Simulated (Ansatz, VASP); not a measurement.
## Two plane-wave programs on Si2N

```
Si N
1.0
     2.90888    0.00000    0.00000
    -1.45444    2.51917    0.00000
     0.00000    0.00000    5.30378
Si N
2 1
Direct
  0.66667 0.33333 0.75428
  0.33333 0.66667 0.24572
  0.00000 0.00000 0.00000
```

Change from the starting cell: species swapped into the TaS2 type (P-3m1, No. 164).

Alike in both runs: task relaxation of cell and atoms; functional PBE; k mesh 6 × 6 × 4; occupations gaussian, width 0.1 eV; no spin polarisation.

|  | VASP | Ansatz |
| --- | --- | --- |
| version | VASP 6.6.1 | Ansatz 0.2.0 |
| potentials or method | VASP PAW PBE potentials, release 64 (Si, N), cutoff 600 eV | scalar-relativistic, plane waves, PAW |
| valence electrons in the cell | 13 | 13 |

VASP gave:

- gap on the k mesh at the Fermi level, each at its own relaxed structure (eV): none
- relaxed volume (Å³/atom): 11.50
- relaxed length of the cell vector where the two differ most in proportion (Å): 5.357

Task: What did Ansatz give for the same quantities?

Result: gap on the k mesh at the Fermi level, each at its own relaxed structure (eV): none; relaxed volume (Å³/atom): 11.60; relaxed length of the cell vector where the two differ most in proportion (Å): 5.388.

A gap of «none» marks a metal or a gap that the smearing closes.

The k mesh is coarse, so the values compare programs but aren't converged.
